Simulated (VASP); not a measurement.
Crystal: Al4BSbP2.

```xyz
8
Lattice="5.4055 0.0000 0.0000 0.0000 5.4055 0.0000 0.0000 0.0000 5.7675" Properties=species:S:1:pos:R:3 pbc="T T T"
Al    1.1304    4.2750    4.3009
Al    4.2750    1.1304    4.3009
Al    4.2750    4.2750    1.4666
Al    1.1304    1.1304    1.4666
B     0.0000    0.0000    0.0000
Sb    2.7027    2.7027    0.0000
P     0.0000    2.7027    2.8837
P     2.7027    0.0000    2.8837
```

* Program: VASP 6.6.1
* Task: relaxation of cell and atoms
* Functional: PBE
* Potentials or basis: VASP PAW PBE potentials, release 64 (Al, B, Sb, P)
* Cutoff: 600 eV
* k mesh: 6 × 6 × 6
* Occupations: gaussian, width 0.1 eV
* Spin: no spin polarisation

At the start: pressure -0.2 GPa; volume 21.07 Å³/atom.

Q: Where does the relaxation end?

A: Over 7 steps the energy falls by 4.1 meV/atom and the volume is 20.96 Å³/atom (-0.5 %); space group P-42m (No. 111, to 0.1 Å) before and after.

Step by step:
| step | energy change (eV) | largest force (eV/Å) | pressure (GPa) | volume (Å³) |
| --- | --- | --- | --- | --- |
| 1 | 0.0000 | 0.1602 | -0.24 | 168.52 |
| 2 | -0.0155 | 0.1023 | 0.08 | 167.74 |
| 3 | -0.0279 | 0.0284 | 0.68 | 166.31 |
| 4 | -0.0311 | 0.0230 | -0.42 | 168.61 |
| 5 | -0.0327 | 0.0220 | -0.03 | 167.76 |
| 6 | -0.0327 | 0.0219 | -0.04 | 167.79 |
| 7 | -0.0328 | 0.0083 | -0.02 | 167.71 |

Final structure:
```cif
data_structure
_symmetry_space_group_name_H-M 'P 1'
_symmetry_Int_Tables_number 1
_cell_length_a 5.3271
_cell_length_b 5.3271
_cell_length_c 5.9097
_cell_angle_alpha 90.000
_cell_angle_beta 90.000
_cell_angle_gamma 90.000
_cell_volume 167.71
loop_
_atom_site_label
_atom_site_type_symbol
_atom_site_fract_x
_atom_site_fract_y
_atom_site_fract_z
_atom_site_occupancy
Al1 Al 0.21069 0.78931 0.74226 1
Al2 Al 0.78931 0.21069 0.74226 1
Al3 Al 0.78931 0.78931 0.25774 1
Al4 Al 0.21069 0.21069 0.25774 1
B1 B 0.00000 0.00000 0.00000 1
Sb1 Sb 0.50000 0.50000 0.00000 1
P1 P 0.00000 0.50000 0.50000 1
P2 P 0.50000 0.00000 0.50000 1
```
